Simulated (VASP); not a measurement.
Runs of VASP 6.6.1 on GaP (ordered beta-tin type). The structure is that of space group I-4m2 (No. 119), or close to it. The cells are those of the table. 

| task | cell | gap on the mesh (eV) | pressure (GPa) |
| --- | --- | --- | --- |
| relaxation of cell and atoms | relaxed to 24 GPa from a = 3.593 Å, angles 97.2, 97.2, 138.4°, 2 atoms | none | 24.0 |
| relaxation of cell and atoms | relaxed to 18 GPa from a = 3.475 Å, angles 97.5, 97.5, 137.6°, 2 atoms | none | 18.0 |
| single point | a = 3.511 Å, angles 97.6, 97.6, 137.5°, 2 atoms | none | 18.2 |
| single point | a = 3.475 Å, angles 97.5, 97.5, 137.6°, 2 atoms | none | 24.2 |
| relaxation of cell and atoms | relaxed to 12 GPa from a = 3.511 Å, angles 97.6, 97.6, 137.5°, 2 atoms | none | 12.0 |
| single point | a = 3.551 Å, angles 97.6, 97.6, 137.3°, 2 atoms | none | (a) |

Alike in all rows: level LDA; potentials or basis VASP PAW LDA potentials, release 64 (Ga_d, P); no spin polarisation; k mesh 16 × 16 × 16; cutoff (eV) 500; smearing gaussian 0.1 eV.

Q: Estimate the missing entries.

A: (a) 12.2.

Caveats: the cell is relaxed towards a set pressure, so the run minimises the enthalpy, not the energy (at least some runs); the cell stands under pressure (at least some runs).

A k mesh can miss the band edges, and the runs leave out spin-orbit coupling on Ga.

A gap of «none» marks levels without a gap at the run's occupations.
